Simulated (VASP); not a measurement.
# C (Cmmm) in VASP: a series of runs, part 2 of 2

VASP 6.6.1.

## (3) Single point, PBE

File INCAR:

```
SYSTEM = C
PREC = Accurate
ENCUT = 520
EDIFF = 1E-7
ISMEAR = 0
SIGMA = 0.1
LREAL = .FALSE.
LASPH = .TRUE.
NELM = 100
ALGO = Normal
ISIF = 2
LWAVE = .FALSE.
LCHARG = .FALSE.
GGA = PE
NBANDS = 21
```

File KPOINTS:

```
Automatic mesh
0
G
  18 18 4
  0 0 0
```

File POSCAR:

```
C
1.0
    1.2332811000     -2.1360482000      0.0000000000
    1.2332811000      2.1360482000      0.0000000000
    0.0000000000      0.0000000000     12.9376230000
C
6
Direct
    0.1666670000      0.8333330000      0.6699230000
    0.8333330000      0.1666670000      0.6699230000
    0.8333330000      0.1666670000      0.3300770000
    0.1666670000      0.8333330000      0.3300770000
    0.3333340000      0.6666660000      0.0000000000
    0.6666660000      0.3333340000      0.0000000000
```

Potentials or basis: VASP PAW PBE potentials, release 64 (C).

Run with:

```sh
> cat potpaw_PBE.64/C/POTCAR > POTCAR
> mpirun -np 1 vasp_std > vasp.out
```

OUTCAR:

```text
SYSTEM = C
   PREC = Accurate
   ENCUT = 520
   EDIFF = 1E-7
   ISMEAR = 0
   LREAL = .FALSE.
   LASPH = .TRUE.
   NELM = 100
   ISIF = 2
   GGA = PE

 ion  position               nearest neighbor table
   1  0.167  0.833  0.670-   2 1.42   2 1.42   2 1.42
   2  0.833  0.167  0.670-   1 1.42   1 1.42   1 1.42
   3  0.833  0.167  0.330-   4 1.42   4 1.42   4 1.42
   4  0.167  0.833  0.330-   3 1.42   3 1.42   3 1.42
   5  0.333  0.667  0.000-   6 1.42   6 1.42   6 1.42
   6  0.667  0.333  0.000-   5 1.42   5 1.42   5 1.42

  LATTYP: Found a base centered orthorhombic cell.
 ALAT       =     2.4665622000
 B/A-ratio  =     1.7320043257
 C/A-ratio  =     5.2452044388

  Lattice vectors:

 A1 = (   1.2332811000,  -2.1360482000,   0.0000000000)
 A2 = (   1.2332811000,   2.1360482000,   0.0000000000)
 A3 = (   0.0000000000,   0.0000000000,  12.9376230000)

Analysis of symmetry for initial positions (statically):
=====================================================================
 Subroutine PRICEL returns:
 Original cell was already a primitive cell.

[... 181 lines left out ...]
 fundamental gap:      0.0139253641
 Fermi energy:         2.7129986793

 k-point     1 :       0.0000    0.0000    0.0000
  band No.  band energies     occupation
      1     -16.8180      2.00000
      2     -16.7955      2.00000
      3     -16.7923      2.00000
      4      -5.0262      2.00000
      5      -4.9983      2.00000
      6      -4.6687      2.00000
[... 565 lines left out ...]
     20      11.2712      0.00000
     21      11.3258      0.00000

 [... further k-points ...]

------------------------ aborting loop because EDIFF is reached ----------------------------------------

  FORCE on cell =-STRESS in cart. coord.  units (eV):
  Direction    XX          YY          ZZ          XY          YZ          ZX
  --------------------------------------------------------------------------------------
  -------------------------------------------------------------------------------------
  Total        0.2299332      0.2314584     -0.0118635     -0.0000000      0.0000000      0.0000000
  in kB        5.4044886      5.4403393     -0.2788460     -0.0000000      0.0000000      0.0000000
  external PRESSURE =       3.5219940 kB  Pullay stress =       0.0000000 kB

 VOLUME and BASIS-vectors are now :
 -----------------------------------------------------------------------------
  energy-cutoff  :      520.00
  volume of cell :       68.16
      direct lattice vectors                 reciprocal lattice vectors
     1.233281100 -2.136048200  0.000000000     0.405422576 -0.234077115  0.000000000
     1.233281100  2.136048200  0.000000000     0.405422576  0.234077115  0.000000000
     0.000000000  0.000000000 12.937623000     0.000000000  0.000000000  0.077293951

 POSITION                                       TOTAL-FORCE (eV/Angst)
 -----------------------------------------------------------------------------------
      1.23328      1.42403      8.66721         0.000000     -0.000291     -0.000070
      1.23328     -1.42403      8.66721         0.000000      0.000291     -0.000070
      1.23328     -1.42403      4.27041         0.000000      0.000291      0.000070
      1.23328      1.42403      4.27041         0.000000     -0.000291      0.000070
      1.23328      0.71201      0.00000         0.000000      0.000671     -0.000000
      1.23328     -0.71201      0.00000         0.000000     -0.000671     -0.000000
 -----------------------------------------------------------------------------------
    total drift:                                0.000000     -0.000000     -0.000000

  FREE ENERGIE OF THE ION-ELECTRON SYSTEM (eV)
  ---------------------------------------------------
  free  energy   TOTEN  =       -55.3562692706 eV

  energy  without entropy=      -55.3548673632  energy(sigma->0) =      -55.35556832
```

stdout:

```text
POSCAR found type information on POSCAR C
 POSCAR found :  1 types and       6 ions
 scaLAPACK will be used
 LDA part: xc-table for (Slater+PW92), standard interpolation
 POSCAR, INCAR and KPOINTS ok, starting setup
 FFT: planning ... GRIDC
 FFT: planning ... GRID_SOFT
 FFT: planning ... GRID
 WAVECAR not read
 entering main loop
```

Run time: 4.2 min. Hardware: 1 thread of Intel Xeon Platinum 8259CL at 2.50GHz (Skylake/Cascade Lake), shared host; peak memory 0.37 GiB.

Results:

```
Free energy            : -55.3563 eV
Pressure               : 0.4 GPa
Band gap on the k mesh : zero (bands 12 and 13 overlap by 0.03 eV)
```

Caveat: this functional lacks dispersion, which binds the layers, so the pressure and a relaxed spacing across them are unreliable.

## (4) Single point, PBE, collinear spin

File INCAR:

```
PREC = Accurate ; ENCUT = 520
EDIFF = 1E-6 ; ISMEAR = 0
SIGMA = 0.1 ; LREAL = F
LASPH = T ; NELM = 150
ALGO = Normal ; ISIF = 2
LWAVE = F ; LCHARG = F
ISPIN = 2 ; MAGMOM = 1 1 1 1 1 1
LORBIT = 11 ; GGA = PE
NBANDS = 25
```

File KPOINTS:

```
regular mesh
0
Gamma
  12 12 2
```

POSCAR is that of step 3.

Run with:

```sh
> cat potpaw_PBE.64/C/POTCAR > POTCAR
> mpirun -np 1 vasp_std > vasp.out
```

Run time: 4.2 min. Hardware: 1 thread of Intel Xeon Platinum 8259CL at 2.50GHz (Skylake/Cascade Lake), shared host; peak memory 0.31 GiB.

Results (log left out):

* Free energy: -55.3443 eV
* Pressure: 0.4 GPa
* Band gap on the k mesh: zero (filled and empty bands overlap)
* Net moment: 0.00 μB per cell
* Valence electrons inside the program's atomic spheres: C 2.65

Stress tensor (GPa, compression positive):
```
 0.59  0.00  0.00
 0.00  0.59  0.00
 0.00  0.00 -0.07
```

Levels at points of the mesh, in eV from the Fermi level:
Spin up:
```
           k point  band 8  band 9  band 10  band 11  band 12  band 13  band 14  band 15  band 16  band 17
(0.00, 0.00, 0.00)   -3.04   -3.04    -3.04    -3.04    -3.04     3.06     5.03     5.14     8.30     8.30
(0.50, 0.00, 0.00)   -6.42   -6.42    -2.42    -2.36    -2.30     1.58     1.68     1.78     7.35     7.36
(0.50, 0.50, 0.00)   -6.42   -6.42    -2.43    -2.42    -2.22     1.57     1.58     1.89     7.34     7.37
(0.00, 0.00, 0.50)   -3.04   -3.04    -3.04    -3.04    -3.04     3.59     3.65     6.27     8.30     8.30
(0.50, 0.00, 0.50)   -6.42   -6.42    -2.42    -2.36    -2.30     1.59     1.68     1.77     7.35     7.36
(0.50, 0.50, 0.50)   -6.42   -6.42    -2.49    -2.30    -2.28     1.48     1.77     1.79     7.35     7.35
```
Spin down:
```csv
k point,band 8,band 9,band 10,band 11,band 12,band 13,band 14,band 15,band 16,band 17
"(0.00, 0.00, 0.00)",-3.04,-3.04,-3.04,-3.04,-3.04,3.06,5.03,5.14,8.30,8.30
"(0.50, 0.00, 0.00)",-6.42,-6.42,-2.42,-2.36,-2.30,1.58,1.68,1.78,7.35,7.36
"(0.50, 0.50, 0.00)",-6.42,-6.42,-2.43,-2.42,-2.22,1.57,1.58,1.89,7.34,7.37
"(0.00, 0.00, 0.50)",-3.04,-3.04,-3.04,-3.04,-3.04,3.59,3.65,6.27,8.30,8.30
"(0.50, 0.00, 0.50)",-6.42,-6.42,-2.42,-2.36,-2.30,1.59,1.68,1.77,7.35,7.36
"(0.50, 0.50, 0.50)",-6.42,-6.42,-2.49,-2.30,-2.28,1.48,1.77,1.79,7.35,7.35
```

Caveat: this functional lacks dispersion, which binds the layers, so the pressure and a relaxed spacing across them are unreliable.

## (5) Summary

| spin | k mesh | gap on the mesh (eV) | pressure (GPa) |
| --- | --- | --- | --- |
| off | 12 × 12 × 2 | none | 0.4 |
| off | 18 × 18 × 4 | none | 0.4 |
| collinear | 12 × 12 × 2 | none | 0.4 |

Alike in all rows: task single point; level PBE; potentials or basis VASP PAW PBE potentials, release 64 (C); cell as given; cutoff (eV) 520; smearing gaussian 0.1 eV.

Caveats: this functional lacks dispersion, which binds the layers, so the pressure and a relaxed spacing across them are unreliable.

Total energies depend on the potentials used, so only differences within one code and one set of settings carry meaning.
